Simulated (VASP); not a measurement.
Wanted: the native input for a VASP 6.6.1 run.

- Task: single point
- Functional: PBE
- Dispersion: D3(BJ)
- Potentials or basis: VASP PAW PBE potentials, release 64 (W_sv, C)
- Cutoff: 520 eV
- k mesh: 3 × 3 × 1
- Occupations: fermi-dirac, width 0.15 eV
- Spin: no spin polarisation
- Dipole correction: no
- Further INCAR settings: LREAL = Auto; ALGO = Normal; EDIFF = 1e-06; NBANDS = 88

The structure of W8C9 lies in POSCAR:

```
W8C9
1.0
    5.8331890000      0.0000000000      0.0000000000
    0.0000000000      5.6788720000      0.0000000000
    0.0000000000      0.0000000000     17.2097410000
W C
8 9
Direct
    0.0000000000      0.0000000000      0.0581066269
    0.2650008426      0.0120798637      0.2000146312
    0.0000000000      0.4999936607      0.0581066269
    0.2604921596      0.5175851824      0.1932684519
    0.5000009429      0.0000000000      0.0581066269
    0.7423040810     -0.0022011414      0.2010314972
    0.5000009429      0.4999936607      0.0581066269
    0.7414297737      0.4846737169      0.2135244220
    0.5160127676      0.2538884483      0.1508506142
    0.0410410155      0.2586957410      0.2393644390
    0.5311845716      0.7532481803      0.1415186899
    0.4485196691      0.7644475875      0.2590044789
    0.9974646801      0.2445203907      0.1454873725
    0.6273412365      0.2177369027      0.2974826873
    1.0179337580      0.7419255092      0.1526402983
    0.6566905341      0.7902449641      0.3018987909
    0.6810682801      0.0186656787      0.3270822030
```

One way to write it, as run:

INCAR

```
ALGO     = Normal         # electronic algorithm
EDIFF    = 1E-6           # SCF threshold, eV
ENCUT    = 520            # plane-wave cutoff, eV
GGA      = PE             # functional
ISIF     = 2              # what is computed and relaxed
ISMEAR   = -1             # smearing method
IVDW     = 12             # dispersion correction
LASPH    = True           # aspherical terms in the spheres
LCHARG   = True           # write CHGCAR
LELF     = True           # ELF
LREAL    = Auto         
LVHAR    = True         
LWAVE    = False          # write WAVECAR
NBANDS   = 88             # bands
NELM     = 80             # most SCF steps
PREC     = Accurate       # precision mode
SIGMA    = 0.15           # smearing width, eV
```

KPOINTS

```
k-points
0
Gamma
  3 3 1
```

Potentials or basis: VASP PAW PBE potentials, release 64 (W_sv, C).

Command:

```console
$ cat potpaw_PBE.64/W_sv/POTCAR potpaw_PBE.64/C/POTCAR > POTCAR
$ mpirun -np 1 vasp_std > vasp.out
```

Results of the run:

```
Largest force              : 2.604 eV/Å
Band gap on the k mesh     : zero (bands 74 and 75 overlap by 0.10 eV)
Dispersion energy per atom : -0.253 eV
```

Caveat: the k points lie up to 0.37 Å⁻¹ apart; the atoms stand as in a frame of molecular dynamics; there is no dipole correction, which matters where the two faces differ; spin-orbit coupling is left out, which moves the levels of the heavy elements.

It took 7.4 min on 1 thread of AMD EPYC 9R45 96-Core Processor (Zen 5) (shared host), peak memory 0.59 GiB.
